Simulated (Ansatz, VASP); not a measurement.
**Cu: VASP beside Ansatz**

```
Cu
1.0
     0.00000    1.79933    1.79933
     1.79933    0.00000    1.79933
     1.79933    1.79933    0.00000
Cu
1
Direct
  0.00000 0.00000 0.00000
```

Alike in both runs: task single point; functional PBEsol; k mesh 20 × 20 × 20; occupations gaussian, width 0.1 eV; no spin polarisation.

|  | VASP | Ansatz |
| --- | --- | --- |
| version | VASP 6.6.1 | Ansatz 0.2.0 |
| potentials or method | VASP PAW PBE potentials, release 64 (Cu), cutoff 520 eV | scalar-relativistic, plane waves, PAW |
| valence electrons in the cell | 11 | 19 |

|  | VASP | Ansatz | Ansatz less VASP |
| --- | --- | --- | --- |
| gap on the k mesh at the Fermi level (eV) | none | none | - |
| pressure (GPa) | -3.9 | -4.6 | -0.68 |

VASP's potentials were made for PBE, not for PBEsol. A gap of «none» marks a metal or a gap that the smearing closes. VASP's potentials hold 11 valence electrons a cell and Ansatz's 19, so a difference there can come from the potentials and not from the codes.
